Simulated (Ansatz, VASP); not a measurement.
**Two plane-wave programs on CuO**

The input POSCAR:

```
CuO
1.0
    0.0000000000      2.3272527300      2.3272527300
    2.3272527300      0.0000000000      2.3272527300
    2.3272527300      2.3272527300      0.0000000000
Cu O
1 1
Direct
    0.0000000000      0.0000000000      0.0000000000
    0.2500000000      0.2500000000      0.2500000000
```

INCAR.step1

```
SYSTEM = CuO
PREC = Accurate ; ENCUT = 660
ISMEAR = 0 ; SIGMA = 0.05
LREAL = .FALSE. ; LASPH = .TRUE.
NELM = 200 ; ISPIN = 2
MAGMOM = 0.66 0.45 ; LMAXMIX = 4
LDAU = .TRUE. ; LDAUTYPE = 2
LDAUL = 2 -1 ; LDAUU = 1 0
LDAUJ = 0 0 ; NBANDS = 20
GGA = PE ; ALGO = Normal
EDIFF = 1E-5 ; LWAVE = .TRUE.
LCHARG = .FALSE. ; GGA_COMPAT = .FALSE.
```

File INCAR.step2:

```
SYSTEM = CuO
PREC = Accurate ; ENCUT = 660
EDIFF = 1E-6 ; ISMEAR = 0
SIGMA = 0.05 ; LREAL = .FALSE.
LASPH = .TRUE. ; NELM = 200
ALGO = Normal ; ISIF = 2
LWAVE = .FALSE. ; LCHARG = .FALSE.
ISPIN = 2 ; MAGMOM = 0.66 0.45
LORBIT = 11 ; LMAXMIX = 4
LDAU = .TRUE. ; LDAUTYPE = 2
LDAUL = 2 -1 ; LDAUU = 1 0
LDAUJ = 0 0 ; LDAUPRINT = 1
METAGGA = R2SCAN ; LMIXTAU = .TRUE.
NBANDS = 20 ; ISTART = 1
GGA_COMPAT = .FALSE.
```

File KPOINTS:

```
Automatic mesh
0
G
  7 7 7
  0 0 0
```

Input for Ansatz:

```yaml
crystal:
  lattice:
    - [0.0, 2.32725273, 2.32725273]
    - [2.32725273, 0.0, 2.32725273]
    - [2.32725273, 2.32725273, 0.0]
  atoms:
    - { symbol: Cu, position: [0.0, 0.0, 0.0], spin: 1.0 }
    - { symbol: O, position: [0.25, 0.25, 0.25] }
basis:
  ecutwfc: 500
  ecutrho_ratio: 4
kpoints:
  mp_grid: { grid: [7, 7, 7] }
hamiltonian:
  xc: r2scan
  hubbard:
    sites:
      - { site: 0, l: d, u_eff: 1.0, starting_ns: [{ spin: up, occupation_matrix: s0up }, { spin: down, occupation_matrix: s0down }] }
    occupation_matrices:
      s0up:
        matrix:
          - [0.97, 0.0, 0.0, 0.0, 0.0]
          - [0.0, 0.97, 0.0, 0.0, 0.0]
          - [0.0, 0.0, 0.97, 0.0, 0.0]
          - [0.0, 0.0, 0.0, 0.97, 0.0]
          - [0.0, 0.0, 0.0, 0.0, 0.97]
      s0down:
        matrix:
          - [0.97, 0.0, 0.0, 0.0, 0.0]
          - [0.0, 0.02, 0.0, 0.0, 0.0]
          - [0.0, 0.0, 0.97, 0.0, 0.0]
          - [0.0, 0.0, 0.0, 0.97, 0.0]
          - [0.0, 0.0, 0.0, 0.0, 0.97]
    ns_hold: { iters: 10 }
scf:
  occupations: { method: gaussian, width: 0.05 }
  lower_state_search: "off"
  max_iter: 150
output:
  forces: true
  stress: true
  eigenvalues: true
  populations: true
  hubbard: { sites: [{ site: 0, l: d }] }
  write_density: true
  write_potential: true
  elf: true
  volumetric_format: npy
magnetization:
  spin_polarized: true
```

Alike in both runs: task single point; functional r2SCAN; k mesh 7 × 7 × 7; occupations gaussian, width 0.05 eV; collinear spin; Hubbard terms Cu d U = 1.0 eV.

|  | VASP | Ansatz |
| --- | --- | --- |
| version | VASP 6.6.1 | Ansatz 0.2.0 |
| potentials or method | VASP PAW PBE potentials, release 64 (Cu, O), cutoff 660 eV | scalar-relativistic, plane waves, PAW |
| valence electrons in the cell | 17 | 25 |

```csv
,VASP,Ansatz,Ansatz less VASP
gap on the k mesh at the Fermi level (eV),none,none,-
pressure (GPa),-13.4,-13.0,+0.40
net moment per atom (μB),0.50,0.50,0.000
size of the moment on the site where the two differ most (μB),0.38,0.41,+0.024
```

VASP's potentials were made for PBE, not for r2SCAN. Site moments also hang on the region over which each program counts them. The programs project onto different local orbitals, so the same U acts differently, and such runs can settle in different states. A gap of «none» marks a metal or a gap that the smearing closes. VASP's potentials hold 17 valence electrons a cell and Ansatz's 25, so a difference there can come from the potentials and not from the codes. Ansatz's warnings: filled band counts differ across k points, specified occupation not kept, stability check not made, symmetry narrowed by occupation matrices.
